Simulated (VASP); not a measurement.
# Mo (Im-3m) in VASP: single point with PBEsol

Aim: the single point of Mo with PBEsol.

All numbers are computed with VASP 6.6.1; they aren't measurements. Logs are shortened: lines on timing, memory, paths and dates and some standing lists are left out, and cuts for length are marked.

### Step 1. The cell of the first run

It takes space group Im-3m (No. 229, cubic). The conventional cell has a = 3.147 Å, b = 3.147 Å, c = 3.147 Å, α = 90.00°, β = 90.00°, γ = 90.00°. Mo (site symmetry m-3m) has 14 Mo at 2.73 to 3.15 Å within 3.6 Å.

### Step 2. Single point, PBEsol

Contents of INCAR:

```
SYSTEM = Mo
ALGO = Normal
EDIFF = 1E-6
ENCUT = 520
GGA = PS
ISIF = 2
ISMEAR = 0
LASPH = .TRUE.
LCHARG = .TRUE.
LELF = .TRUE.
LREAL = .FALSE.
LVHAR = .TRUE.
LWAVE = .FALSE.
NBANDS = 13
NELM = 100
PREC = Accurate
SIGMA = 0.15
```

Contents of KPOINTS:

```
k-points
0
G
  12 12 12
  0 0 0
```

Contents of POSCAR:

```
Mo
1.0
   -1.5734150000      1.5734150000      1.5734150000
    1.5734150000     -1.5734150000      1.5734150000
    1.5734150000      1.5734150000     -1.5734150000
Mo
1
Direct
    0.0000000000      0.0000000000      0.0000000000
```

Potentials or basis: VASP PAW PBE potentials, release 64 (Mo_sv).

Command:

```sh
cat potpaw_PBE.64/Mo_sv/POTCAR > POTCAR
mpirun -np 1 vasp_std > vasp.out
```

OUTCAR:

```text
SYSTEM = Mo
   EDIFF = 1E-6
   ENCUT = 520
   GGA = PS
   ISIF = 2
   ISMEAR = 0
   LASPH = .TRUE.
   LREAL = .FALSE.
   NELM = 100
   PREC = Accurate

 ion  position               nearest neighbor table
   1  0.000  0.000  0.000-

  LATTYP: Found a body centered cubic cell.
 ALAT       =     3.1468300000

  Lattice vectors:

 A1 = (  -1.5734150000,   1.5734150000,   1.5734150000)
 A2 = (   1.5734150000,  -1.5734150000,   1.5734150000)
 A3 = (   1.5734150000,   1.5734150000,  -1.5734150000)

Analysis of symmetry for initial positions (statically):
=====================================================================
 Subroutine PRICEL returns:
 Original cell was already a primitive cell.

 Routine SETGRP: Setting up the symmetry group for a
 body centered cubic supercell.

 Subroutine GETGRP returns: Found 48 space group operations
 (whereof 48 operations were pure point group operations)
 out of a pool of 48 trial point group operations.

The static configuration has the point symmetry O_h .

Analysis of symmetry for dynamics (positions and initial velocities):
=====================================================================
 Subroutine PRICEL returns:
 Original cell was already a primitive cell.

 Routine SETGRP: Setting up the symmetry group for a
 body centered cubic supercell.

 Subroutine GETGRP returns: Found 48 space group operations
 (whereof 48 operations were pure point group operations)
 out of a pool of 48 trial point group operations.

The dynamic configuration has the point symmetry O_h .

 Subroutine INISYM returns: Found 48 space group operations
 (whereof 48 operations are pure point group operations),
 and found     1 'primitive' translations

----------------------------------------------------------------------------------------

                                     Primitive cell

  volume of cell :      15.5808

  direct lattice vectors                    reciprocal lattice vectors
    -1.573415000  1.573415000  1.573415000     0.000000000  0.317780115  0.317780115
     1.573415000 -1.573415000  1.573415000     0.317780115  0.000000000  0.317780115
     1.573415000  1.573415000 -1.573415000     0.317780115  0.317780115  0.000000000

  length of vectors
     2.725234721  2.725234721  2.725234721     0.449408949  0.449408949  0.449408949

  position of ions in fractional coordinates (direct lattice)
     0.000000000  0.000000000  0.000000000

  ion indices of the primitive-cell ions
   primitive index   ion index
[... 75 lines left out ...]
   EDIFFG = 0.1E-04   stopping-criterion for IOM
   NSW    =      0    number of steps for IOM
   IBRION =     -1    ionic relax: 0-MD 1-quasi-New 2-CG
   NFREE  =      0    steps in history (QN), initial steepest desc. (CG)
   ISIF   =      2    stress and relaxation
   ISYM   =      2    0-nonsym 1-usesym 2-fastsym
   POTIM  = 0.5000    time-step for ionic-motion
   TEBEG  =    0.0;   TEEND  =   0.0 temperature during run
   PSTRESS=    0.0 pullay stress
   NELECT =      14.0000    total number of electrons
   NUPDOWN=      -1.0000    fix difference up-down
   EMIN   =  10.00;   EMAX   =-10.00  energy-range for DOS
   EFERMI =   0.00;   METHOD = LEGACY
   ISMEAR =     0;   SIGMA  =   0.15  broadening in eV -4-tet -1-fermi 0-gaus
   EFERMI_NEDOS =   21; number of points for ismear=-14 and -15
   IALGO  =     38    algorithm
   IMIX   =      4    mixing-type and parameters
     AMIX     =   0.40;   BMIX     =  1.00
     AMIX_MAG =   1.60;   BMIX_MAG =  1.00
  volume/ion in A,a.u.               =      15.58       105.14
  Fermi-wavevector in a.u.,A,eV,Ry     =   1.579747  2.985289 33.954710  2.495601
  Thomas-Fermi vector in A             =   2.680079
   LORBIT       =      0    0 simple, 1 ext, 2 COOP (PROOUT), +10 PAW based schemes
   GGA     = PS    functional components
   LHFCALC =     F    Hartree Fock is set to
   AEXX    =    0.0000 exact exchange contribution
   IVDW    =     0    specifies the selected vdW correction
   LEPSILON=     F    determine dielectric tensor
   LRPA    =     F    only Hartree local field effects (RPA)
 non-spin polarized calculation
 Gauss-broadening in eV      SIGMA  =   0.15
  energy-cutoff  :      520.00
  volume of cell :       15.58
 maximum number of plane-waves:       430
   NGX = 11   NGY = 11   NGZ = 11

 number of electron      14.0000001 magnetization

 Free energy of the ion-electron system (eV)
  ---------------------------------------------------
  ext. energy  EPLUGINS =         0.00000000
  ---------------------------------------------------
  free energy    TOTEN  =       -11.79216654 eV

  energy without entropy =      -11.78909535  energy(sigma->0) =      -11.79063094

 E-fermi :  12.4608     XC(G=0): -13.5469

 val. band max:       12.4598985431   @ k =   0.5000   0.5000   0.0833
 cond. band min:      12.5191957577   @ k =  -0.3333   0.3333   0.2500
 fundamental gap:      0.0592972146
 Fermi energy:        12.4607756887

 k-point     1 :       0.0000    0.0000    0.0000
  band No.  band energies     occupation
      1     -48.6758      2.00000
      2     -21.9552      2.00000
      3     -21.9552      2.00000
      4     -21.9552      2.00000
      5       5.2210      2.00000
      6      11.1462      2.00000
      7      11.1462      2.00000
      8      11.1462      2.00000
      9      14.1706      0.00000
     10      14.1706      0.00000
     11      27.3305      0.00000
     12      27.3305      0.00000
     13      27.3305      0.00000
[... 354 lines left out ...]
  band No.  band energies     occupation
      1     -48.4000      2.00000
      2     -23.2875      2.00000
      3     -22.4773      2.00000
      4     -22.0630      2.00000
      5       7.7292      2.00000
      6       9.0866      2.00000
      7      12.8396      0.00035
      8      14.3731      0.00000
      9      14.8696      0.00000
     10      18.9374      0.00000
     11      23.6001      0.00000
     12      25.0154      0.00000
     13      28.5562      0.00000

 [... further k-points ...]
[... 5 lines left out ...]
  --------------------------------------------------------------------------------------
  -------------------------------------------------------------------------------------
  Total       -0.3985063     -0.3985063     -0.3985063     -0.0000000     -0.0000000     -0.0000000
  in kB      -40.9784868    -40.9784868    -40.9784868     -0.0000000     -0.0000000     -0.0000000
  external PRESSURE =     -40.9784868 kB  Pullay stress =       0.0000000 kB

 VOLUME and BASIS-vectors are now :
 -----------------------------------------------------------------------------
  energy-cutoff  :      520.00
  volume of cell :       15.58
      direct lattice vectors                 reciprocal lattice vectors
    -1.573415000  1.573415000  1.573415000     0.000000000  0.317780115  0.317780115
     1.573415000 -1.573415000  1.573415000     0.317780115  0.000000000  0.317780115
     1.573415000  1.573415000 -1.573415000     0.317780115  0.317780115  0.000000000

 POSITION                                       TOTAL-FORCE (eV/Angst)
 -----------------------------------------------------------------------------------
      0.00000      0.00000      0.00000         0.000000      0.000000     -0.000000
 -----------------------------------------------------------------------------------
    total drift:                                0.000000      0.000000      0.000000

  FREE ENERGIE OF THE ION-ELECTRON SYSTEM (eV)
  ---------------------------------------------------
  free  energy   TOTEN  =       -11.7921665357 eV

  energy  without entropy=      -11.7890953497  energy(sigma->0) =      -11.79063094
```

OSZICAR:

```text
N       E                     dE             d eps       ncg     rms          rms(c)
DAV:   1     0.918957764824E+02    0.91896E+02   -0.80048E+03  1885   0.110E+03
DAV:   2    -0.114468434955E+02   -0.10334E+03   -0.99565E+02  2152   0.313E+02
DAV:   3    -0.125472703878E+02   -0.11004E+01   -0.10980E+01  2067   0.325E+01
DAV:   4    -0.125497514650E+02   -0.24811E-02   -0.24810E-02  2107   0.184E+00
DAV:   5    -0.125497672438E+02   -0.15779E-04   -0.15779E-04  2122   0.131E-01    0.160E+01
DAV:   6    -0.118940528254E+02    0.65571E+00   -0.79129E-01  1922   0.108E+01    0.427E+00
DAV:   7    -0.117983222207E+02    0.95731E-01   -0.15390E-01  2072   0.453E+00    0.997E-01
DAV:   8    -0.117921396018E+02    0.61826E-02   -0.40926E-03  1937   0.814E-01    0.230E-01
DAV:   9    -0.117921579501E+02   -0.18348E-04   -0.92587E-05  2187   0.116E-01    0.958E-02
DAV:  10    -0.117921664558E+02   -0.85057E-05   -0.85591E-06  1932   0.337E-02    0.571E-03
DAV:  11    -0.117921665357E+02   -0.79916E-07   -0.65591E-08  1046   0.281E-03
   1 F= -.11792167E+02 E0= -.11790631E+02  d E =-.307119E-02
```

stdout:

```text
POSCAR found type information on POSCAR Mo
 POSCAR found :  1 types and       1 ions
 scaLAPACK will be used
 -----------------------------------------------------------------------------
|                                                                             |
|                                                                             |
|     You enforced a specific xc type in the INCAR file but a different       |
|     I HOPE YOU KNOW WHAT YOU ARE DOING!                                     |
|                                                                             |
 -----------------------------------------------------------------------------

 LDA part: xc-table for (Slater+PW92), standard interpolation
 POSCAR, INCAR and KPOINTS ok, starting setup
 FFT: planning ... GRIDC
 FFT: planning ... GRID_SOFT
 FFT: planning ... GRID
 WAVECAR not read
 entering main loop
```

It took 8.5 s on 1 thread of Intel Xeon 6975P-C, shared host; peak memory 0.13 GiB.

What came out:

```
Free energy            : -11.7922 eV
Pressure               : -4.1 GPa
Band gap on the k mesh : zero (band 7 reaches 16.55 eV, above the bottom of band 8 at 11.15 eV)
```

Caveat: the PAW data sets were made with another functional, which shifts forces and pressure a little.
